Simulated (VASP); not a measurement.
A run of VASP 6.6.1 is set up as follows.

Contents of INCAR:

```
PREC     = Accurate       # precision mode
ENCUT    = 520            # plane-wave cutoff, eV
EDIFF    = 1E-6           # SCF threshold, eV
ISMEAR   = 0              # smearing method
SIGMA    = 0.05           # smearing width, eV
LREAL    = False          # projectors in reciprocal space
LASPH    = True           # aspherical terms in the spheres
NELM     = 80             # most SCF steps
ALGO     = Normal         # electronic algorithm
ISIF     = 2              # what is computed and relaxed
LWAVE    = False          # write WAVECAR
LCHARG   = False          # write CHGCAR
GGA      = CA             # functional
NBANDS   = 15             # bands
```

Contents of KPOINTS:

```
regular mesh
0
Gamma
  6 6 6
```

File POSCAR:

```
BaTe
1.0
    4.1559043500      0.0000000000      0.0000000000
    0.0000000000      4.1559043500      0.0000000000
    0.0000000000      0.0000000000      4.1559043500
Ba Te
1 1
Direct
    0.0000000000      0.0000000000      0.0000000000
    0.5000000000      0.5000000000      0.5000000000
```

Potentials or basis: VASP PAW LDA potentials, release 64 (Ba_sv, Te).

Launch:

```sh
$ cat potpaw_LDA.64/Ba_sv/POTCAR potpaw_LDA.64/Te/POTCAR > POTCAR
$ mpirun -np 1 vasp_std > vasp.out
```

Problem. Estimate the pressure.

Solution. -0.4 GPa.

Problem. What does it give for the band gap on the k mesh?

Solution. 0.47 eV, indirect (least direct gap 0.76 eV).

Caveat: the cell differs from its parent crystal (strain -0.025 along x and y, -0.025 along z); spin-orbit coupling is left out, which moves the levels of the heavy elements. A k mesh can miss the band edges.
